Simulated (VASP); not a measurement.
# GaP (d3) (F-43m) in VASP: a series of runs

The runs below take GaP (d3) through single point, relaxation of cell and atoms, with PBE+D3(BJ).

Program: VASP 6.6.1. These are calculated values, not measurements. Logs are shortened: lines on timing, memory, paths and dates and some standing lists are left out, and cuts for length are marked.

**1. The cell of the first run**

It takes space group F-43m (No. 216, cubic). Conventional cell: a = 5.452 Å, b = 5.452 Å, c = 5.452 Å, α = 90.00°, β = 90.00°, γ = 90.00°. Within 3.1 Å of Ga (site symmetry -43m) lie 4 P at 2.36 Å. Within 3.1 Å of P (site symmetry -43m) lie 4 Ga at 2.36 Å.

**2. Single point, PBE+D3(BJ)**

File INCAR:

```
PREC = Accurate
ENCUT = 520
EDIFF = 1E-6
ISMEAR = 0
SIGMA = 0.1
LREAL = F
LASPH = T
NELM = 60
ALGO = Normal
ISIF = 2
LWAVE = F
LCHARG = T
GGA = PE
IVDW = 12
LELF = T
LVHAR = T
NBANDS = 16
```

File KPOINTS:

```
Automatic mesh
0
Gamma
  6 6 6
```

File POSCAR:

```
GaP
1.0
    0.0000000000      2.7258124900      2.7258124900
    2.7258124900      0.0000000000      2.7258124900
    2.7258124900      2.7258124900      0.0000000000
Ga P
1 1
Direct
    0.0000000000      0.0000000000      0.0000000000
    0.7500000000      0.7500000000      0.7500000000
```

Potentials or basis: VASP PAW PBE potentials, release 64 (Ga_d, P).

Command:

```sh
cat potpaw_PBE.64/Ga_d/POTCAR potpaw_PBE.64/P/POTCAR > POTCAR
mpirun -np 1 vasp_std > vasp.out
```

OUTCAR:

```text
PREC = Accurate
   ENCUT = 520
   EDIFF = 1E-6
   ISMEAR = 0
   LREAL = F
   LASPH = T
   NELM = 60
   ISIF = 2
   GGA = PE
   IVDW = 12
 IVDW          = 12

 ion  position               nearest neighbor table
   1  0.000  0.000  0.000-   2 2.36   2 2.36   2 2.36   2 2.36
   2  0.750  0.750  0.750-   1 2.36   1 2.36   1 2.36   1 2.36

  LATTYP: Found a face centered cubic cell.
 ALAT       =     5.4516249800

  Lattice vectors:

 A1 = (   0.0000000000,   2.7258124900,   2.7258124900)
 A2 = (   2.7258124900,   0.0000000000,   2.7258124900)
 A3 = (   2.7258124900,   2.7258124900,   0.0000000000)

Analysis of symmetry for initial positions (statically):
=====================================================================
 Subroutine PRICEL returns:
 Original cell was already a primitive cell.

 Routine SETGRP: Setting up the symmetry group for a
 face centered cubic supercell.

 Subroutine GETGRP returns: Found 24 space group operations
 (whereof 24 operations were pure point group operations)
 out of a pool of 48 trial point group operations.

The static configuration has the point symmetry T_d .

Analysis of symmetry for dynamics (positions and initial velocities):
=====================================================================
 Subroutine PRICEL returns:
 Original cell was already a primitive cell.

 Routine SETGRP: Setting up the symmetry group for a
 face centered cubic supercell.

 Subroutine GETGRP returns: Found 24 space group operations
 (whereof 24 operations were pure point group operations)
 out of a pool of 48 trial point group operations.

The dynamic configuration has the point symmetry T_d .

 Subroutine INISYM returns: Found 24 space group operations
 (whereof 24 operations are pure point group operations),
 and found     1 'primitive' translations

----------------------------------------------------------------------------------------

                                     Primitive cell

  volume of cell :      40.5059

  direct lattice vectors                    reciprocal lattice vectors
     0.000000000  2.725812490  2.725812490    -0.183431546  0.183431546  0.183431546
     2.725812490  0.000000000  2.725812490     0.183431546 -0.183431546  0.183431546
     2.725812490  2.725812490  0.000000000     0.183431546  0.183431546 -0.183431546

  length of vectors
     3.854880992  3.854880992  3.854880992     0.317712758  0.317712758  0.317712758

  position of ions in fractional coordinates (direct lattice)
     0.000000000  0.000000000  0.000000000
     0.750000000  0.750000000  0.750000000

  ion indices of the primitive-cell ions
   primitive index   ion index
                 1           1
                 2           2

----------------------------------------------------------------------------------------

 KPOINTS: Automatic mesh

Automatic generation of k-mesh.
 Grid dimensions read from file:
 generate k-points for:    6    6    6

 Generating k-lattice:

  Cartesian coordinates                     Fractional coordinates (reciprocal lattice)
    -0.030571924  0.030571924  0.030571924     0.166666667  0.000000000  0.000000000
     0.030571924 -0.030571924  0.030571924     0.000000000  0.166666667  0.000000000
     0.030571924  0.030571924 -0.030571924     0.000000000  0.000000000  0.166666667

  Length of vectors
     0.052952126  0.052952126  0.052952126

  Shift w.r.t. Gamma in fractional coordinates (k-lattice)
     0.000000000  0.000000000  0.000000000

 Subroutine IBZKPT returns following result:
 ===========================================

 Found     16 irreducible k-points:

 Following reciprocal coordinates:
            Coordinates               Weight
  0.000000  0.000000  0.000000      1.000000
  0.166667  0.000000  0.000000      8.000000
  0.333333  0.000000  0.000000      8.000000
  0.500000  0.000000  0.000000      4.000000
  0.166667  0.166667  0.000000      6.000000
  0.333333  0.166667  0.000000     24.000000
[... 8 lines left out ...]
 -0.333333  0.333333  0.166667     24.000000
 -0.333333  0.500000  0.166667     12.000000
   k-points           NKPTS =     16   k-points in BZ     NKDIM =     16   number of bands    NBANDS=     16
   number of dos      NEDOS =    301   number of ions     NIONS =      2
   total plane-waves  NPLWV =  27000
   dimension x,y,z NGX =    30 NGY =   30 NGZ =   30
   dimension x,y,z NGXF=    60 NGYF=   60 NGZF=   60
   ions per type =               1   1
   NGX,Y,Z   is equivalent  to a cutoff of  12.94, 12.94, 12.94 a.u.
   NGXF,Y,Z  is equivalent  to a cutoff of  25.88, 25.88, 25.88 a.u.
 SYSTEM =  unknown system
   PREC   = accura    normal or accurate (medium, high low for compatibility)
   ISTART =      0    job   : 0-new  1-cont  2-samecut
   ICHARG =      2    charge: 1-file 2-atom 10-const
   ISPIN  =      1    spin polarized calculation?
   LNONCOLLINEAR =      F non collinear calculations
   LSORBIT =      F    spin-orbit coupling
   LASPH  =      T    aspherical Exc in radial PAW
   ENCUT  =  520.0 eV  38.22 Ry    6.18 a.u.   7.17  7.17  7.17*2*pi/ulx,y,z
   NELM   =     60;   NELMIN=  2; NELMDL= -5     # of ELM steps
   EDIFF  = 0.1E-05   stopping-criterion for ELM
   LREAL  =      F    real-space projection
[... 7 lines left out ...]
   TEBEG  =    0.0;   TEEND  =   0.0 temperature during run
   PSTRESS=    0.0 pullay stress
   NELECT =      18.0000    total number of electrons
   NUPDOWN=      -1.0000    fix difference up-down
   EMIN   =  10.00;   EMAX   =-10.00  energy-range for DOS
   EFERMI =   0.00;   METHOD = LEGACY
   ISMEAR =     0;   SIGMA  =   0.10  broadening in eV -4-tet -1-fermi 0-gaus
   EFERMI_NEDOS =   21; number of points for ismear=-14 and -15
   IALGO  =     38    algorithm
   IMIX   =      4    mixing-type and parameters
     AMIX     =   0.40;   BMIX     =  1.00
     AMIX_MAG =   1.60;   BMIX_MAG =  1.00
  volume/ion in A,a.u.               =      20.25       136.67
  Fermi-wavevector in a.u.,A,eV,Ry     =   1.249280  2.360796 21.234610  1.560700
  Thomas-Fermi vector in A             =   2.383328
   LORBIT       =      0    0 simple, 1 ext, 2 COOP (PROOUT), +10 PAW based schemes
   GGA     = PE    functional components
   LHFCALC =     F    Hartree Fock is set to
   AEXX    =    0.0000 exact exchange contribution
   IVDW    =    12    specifies the selected vdW correction
   LEPSILON=     F    determine dielectric tensor
   LRPA    =     F    only Hartree local field effects (RPA)
 non-spin polarized calculation
 Gauss-broadening in eV      SIGMA  =   0.10
  energy-cutoff  :      520.00
  volume of cell :       40.51
 maximum number of plane-waves:      1113
 NGX is ok and might be reduce to    30
   NGX = 15   NGY = 15   NGZ = 15

 number of electron      17.9999989 magnetization

 Free energy of the ion-electron system (eV)
  ---------------------------------------------------
  ext. energy  EPLUGINS =         0.00000000
  ---------------------------------------------------
  free energy    TOTEN  =        -9.10275411 eV

  energy without entropy =       -9.10275411  energy(sigma->0) =       -9.10275411

 E-fermi :   5.0619     XC(G=0):  -9.8273

 val. band max:        4.6523884117   @ k =   0.0000   0.0000   0.0000
 cond. band min:       6.3047222460   @ k =   0.5000   0.5000   0.0000
 fundamental gap:      1.6523338343
 Fermi energy:         5.0618997481

 k-point     1 :       0.0000    0.0000    0.0000
  band No.  band energies     occupation
      1      -9.9044      2.00000
      2      -9.9044      2.00000
      3      -9.9044      2.00000
      4      -9.8051      2.00000
      5      -9.8051      2.00000
      6      -7.8359      2.00000
[... 8 lines left out ...]
     15      14.4357      0.00000
     16      14.4357      0.00000

 k-point     2 :       0.1667    0.0000    0.0000
  band No.  band energies     occupation
      1      -9.9272      2.00000
      2      -9.8966      2.00000
      3      -9.8966      2.00000
      4      -9.8050      2.00000
      5      -9.8050      2.00000
      6      -7.4800      2.00000
[... 8 lines left out ...]
     15      13.6172      0.00000
     16      14.7046      0.00000

 k-point     3 :       0.3333    0.0000    0.0000
  band No.  band energies     occupation
      1      -9.9673      2.00000
      2      -9.8841      2.00000
      3      -9.8841      2.00000
      4      -9.8015      2.00000
      5      -9.8015      2.00000
      6      -6.5336      2.00000
[... 8 lines left out ...]
     15      14.2960      0.00000
     16      14.3499      0.00000

 k-point     4 :       0.5000    0.0000    0.0000
  band No.  band energies     occupation
      1      -9.9855      2.00000
      2      -9.8797      2.00000
      3      -9.8797      2.00000
      4      -9.7977      2.00000
      5      -9.7977      2.00000
      6      -5.7711      2.00000
[... 8 lines left out ...]
     15      16.3353      0.00000
     16      16.3353      0.00000

 k-point     5 :       0.1667    0.1667    0.0000
  band No.  band energies     occupation
      1      -9.9409      2.00000
      2      -9.8888      2.00000
      3      -9.8888      2.00000
      4      -9.8125      2.00000
      5      -9.7997      2.00000
      6      -7.3619      2.00000
[... 8 lines left out ...]
     15      14.8675      0.00000
     16      15.5166      0.00000

 k-point     6 :       0.3333    0.1667    0.0000
  band No.  band energies     occupation
      1      -9.9713      2.00000
      2      -9.8777      2.00000
      3      -9.8744      2.00000
      4      -9.8160      2.00000
      5      -9.7952      2.00000
      6      -6.6005      2.00000
[... 8 lines left out ...]
     15      15.3822      0.00000
     16      16.3038      0.00000
[... 115 lines left out ...]
 k-point    13 :       0.5000    0.5000    0.0000
  band No.  band energies     occupation
      1     -10.0215      2.00000
      2      -9.8407      2.00000
      3      -9.8394      2.00000
      4      -9.8394      2.00000
      5      -9.7834      2.00000
      6      -4.8717      2.00000
[... 8 lines left out ...]
     15      17.0471      0.00000
     16      17.6469      0.00000

 k-point    14 :       0.5000    0.3333    0.1667
  band No.  band energies     occupation
      1      -9.9907      2.00000
      2      -9.8701      2.00000
      3      -9.8591      2.00000
      4      -9.8191      2.00000
      5      -9.7943      2.00000
      6      -5.7583      2.00000
[... 8 lines left out ...]
     15      16.4679      0.00000
     16      17.9176      0.00000

 k-point    15 :      -0.3333    0.3333    0.1667
  band No.  band energies     occupation
      1      -9.9968      2.00000
      2      -9.8701      2.00000
      3      -9.8524      2.00000
      4      -9.8158      2.00000
      5      -9.7974      2.00000
      6      -5.1070      2.00000
[... 8 lines left out ...]
     15      17.1213      0.00000
     16      17.4269      0.00000

 k-point    16 :      -0.3333    0.5000    0.1667
  band No.  band energies     occupation
      1     -10.0076      2.00000
      2      -9.8588      2.00000
      3      -9.8445      2.00000
      4      -9.8255      2.00000
      5      -9.7919      2.00000
      6      -4.8033      2.00000
[... 8 lines left out ...]
     15      16.5536      0.00000
     16      18.2628      0.00000

------------------------ aborting loop because EDIFF is reached ----------------------------------------

 Edisp (eV)   -0.63257

 E8    (eV) :    -0.2683

  FORCE on cell =-STRESS in cart. coord.  units (eV):
  Direction    XX          YY          ZZ          XY          YZ          ZX
  --------------------------------------------------------------------------------------
  -------------------------------------------------------------------------------------
  Total      -0.08199    -0.08199    -0.08199     0.00000     0.00000    -0.00000
  in kB      -3.24299    -3.24299    -3.24299     0.00000     0.00000    -0.00000
  external pressure =       -3.24 kB  Pullay stress =        0.00 kB

 VOLUME and BASIS-vectors are now :
 -----------------------------------------------------------------------------
  energy-cutoff  :      520.00
  volume of cell :       40.51
      direct lattice vectors                 reciprocal lattice vectors
     0.000000000  2.725812490  2.725812490    -0.183431546  0.183431546  0.183431546
     2.725812490  0.000000000  2.725812490     0.183431546 -0.183431546  0.183431546
     2.725812490  2.725812490  0.000000000     0.183431546  0.183431546 -0.183431546

 POSITION                                       TOTAL-FORCE (eV/Angst)
 -----------------------------------------------------------------------------------
      0.00000      0.00000      0.00000        -0.000000     -0.000000     -0.000000
      4.08872      4.08872      4.08872         0.000000      0.000000      0.000000
 -----------------------------------------------------------------------------------
    total drift:                               -0.000002     -0.000002     -0.000002

  FREE ENERGIE OF THE ION-ELECTRON SYSTEM (eV)
  ---------------------------------------------------
  free  energy   TOTEN  =        -9.7353212194 eV

  energy  without entropy=       -9.7353212194  energy(sigma->0) =       -9.73532122
```

It took 14 s on 1 thread of Intel Xeon Platinum 8488C (Sapphire Rapids), shared host; peak memory 0.17 GiB.

What came out:

* Free energy: -9.7353 eV
* Pressure: -0.3 GPa
* Band gap on the k mesh: 1.65 eV, indirect (least direct gap 1.82 eV)
* Dispersion energy per atom: -0.316 eV

**3. Single point, PBE+D3(BJ)**

This run uses another cell than the first one, of 20.19 Å³/atom, 0.997 times its volume.

File INCAR:

```
SYSTEM = GaP
ALGO     = Normal         ! electronic algorithm
EDIFF    = 1E-6           ! SCF threshold, eV
ENCUT    = 520            ! plane-wave cutoff, eV
GGA      = PE             ! functional
ISIF     = 2              ! what is computed and relaxed
ISMEAR   = 0              ! smearing method
IVDW     = 12             ! dispersion correction
LASPH    = .TRUE.         ! aspherical terms in the spheres
LCHARG   = .TRUE.         ! write CHGCAR
LELF     = .TRUE.         ! ELF
LREAL    = .FALSE.        ! projectors in reciprocal space
LVHAR    = .TRUE.       
LWAVE    = .FALSE.        ! write WAVECAR
NBANDS   = 16             ! bands
NELM     = 60             ! most SCF steps
PREC     = Accurate       ! precision mode
SIGMA    = 0.02           ! smearing width, eV
```

File KPOINTS:

```
k-points
0
G
  8 8 8
  0 0 0
```

File POSCAR:

```
GaP
1.0
    0.0000000000      2.7231605652      2.7231605652
    2.7231605652      0.0000000000      2.7231605652
    2.7231605652      2.7231605652      0.0000000000
Ga P
1 1
Direct
    0.0000000000      0.0000000000      0.0000000000
    0.7500000000      0.7500000000      0.7500000000
```

Potentials or basis: VASP PAW PBE potentials, release 64 (Ga_d, P).

Command:

```sh
cat potpaw_PBE.64/Ga_d/POTCAR potpaw_PBE.64/P/POTCAR > POTCAR
mpirun -np 1 vasp_std > vasp.out
```

Wall time 19 s (1 thread of Intel Xeon Platinum 8488C (Sapphire Rapids), shared host); peak memory 0.18 GiB.

Results (log left out):

```
Free energy                : -9.7492 eV
Pressure                   : -0.1 GPa
Band gap on the k mesh     : 1.64 eV, indirect (least direct gap 1.85 eV)
Dispersion energy per atom : -0.317 eV
```

Levels at points of the mesh, in eV from the valence-band top:
```tsv
k point	band 7	band 8	band 9	band 10	band 11	band 12
(0.00, 0.00, 0.00)	0.00	0.00	0.00	1.85	3.89	3.89
(0.50, 0.00, 0.00)	-6.64	-1.12	-1.12	1.68	4.72	4.72
(0.50, 0.50, 0.00)	-6.76	-2.69	-2.69	1.65	1.82	10.61
```

A k mesh can miss the band edges. Expect the measured gap to be larger: semilocal functionals such as PBE lack the derivative discontinuity.

**4. Relaxation of cell and atoms, PBE+D3(BJ)**

File INCAR:

```
SYSTEM = GaP
PREC = Accurate ; ENCUT = 600
EDIFF = 1E-6 ; ISMEAR = 0
SIGMA = 0.02 ; LREAL = .False.
LASPH = .True. ; NELM = 80
ALGO = Normal ; ISIF = 3
LWAVE = .False. ; LCHARG = .False.
GGA = PE ; IVDW = 12
IBRION = 2 ; NSW = 100
EDIFFG = -0.002
```

File KPOINTS:

```
Automatic mesh
0
Gamma
  8 8 8
  0 0 0
```

File POSCAR:

```
GaP
1.0
    0.0000000000      2.7258124900      2.7258124900
    2.7258124900      0.0000000000      2.7258124900
    2.7258124900      2.7258124900      0.0000000000
Ga P
1 1
Direct
    0.0000000000      0.0000000000      0.0000000000
    0.7500000000      0.7500000000      0.7500000000
```

Command:

```sh
cat potpaw_PBE.64/Ga_d/POTCAR potpaw_PBE.64/P/POTCAR > POTCAR
mpirun -np 1 vasp_std > vasp.out
```

Wall time 55 s (1 thread of Intel Xeon Platinum 8488C (Sapphire Rapids), shared host); peak memory 0.2 GiB.

Results (log left out):

```yaml
Free_energy: -9.7492 eV
Relaxed_volume: 20.18 Å³/atom
Relaxed_cell: a = 3.850 Å, b = 3.850 Å, c = 3.850 Å, α = 60.00°, β = 60.00°, γ = 60.00°
Space_group_after_relaxing_to_0.05_Å: F-43m (No. 216)
Energy_gained_by_relaxing: 0.1 meV/atom
Ionic_steps: 10
Pressure_after_relaxing: 0.0 GPa
Band_gap_on_the_k_mesh: 1.64 eV, indirect (least direct gap 1.85 eV)
Dispersion_energy_per_atom: -0.317 eV
```

The path:
```tsv
step	energy change (eV)	largest force (eV/Å)	pressure (GPa)	volume (Å³)
1	0.0000	0.0000	-0.35	40.51
2	-0.0001	0.0000	0.27	40.25
3	-0.0001	0.0000	-0.02	40.36
4	-0.0001	0.0000	0.08	40.35
5	-0.0001	0.0000	0.04	40.35
6	-0.0001	0.0000	-0.09	40.38
7	-0.0001	0.0000	0.05	40.36
8	-0.0001	0.0000	-0.10	40.37
9	-0.0001	0.0000	0.03	40.36
10	-0.0001	0.0000	0.00	40.37
```

Final structure:
```xyz
2
Lattice="0.0000 2.7227 2.7227 2.7227 0.0000 2.7227 2.7227 2.7227 0.0000" Properties=species:S:1:pos:R:3 pbc="T T T"
Ga    2.7227    2.7227    5.4454
P     4.0840    4.0840    4.0840
```

Levels at points of the mesh, in eV from the valence-band top:
| k point | band 5 | band 6 | band 7 | band 8 | band 9 | band 10 | band 11 | band 12 | band 13 |
| --- | --- | --- | --- | --- | --- | --- | --- | --- | --- |
| (0.00, 0.00, 0.00) | -14.46 | -12.51 | 0.00 | 0.00 | 0.00 | 1.85 | 3.89 | 3.89 | 3.89 |
| (0.50, 0.00, 0.00) | -14.45 | -10.44 | -6.65 | -1.12 | -1.12 | 1.68 | 4.72 | 4.72 | 8.29 |
| (0.50, 0.50, 0.00) | -14.43 | -9.53 | -6.77 | -2.69 | -2.69 | 1.65 | 1.82 | 10.62 | 10.62 |

A k mesh can miss the band edges. As with any semilocal functional, this PBE gap is likely too small.

[end of part 1 of 2]
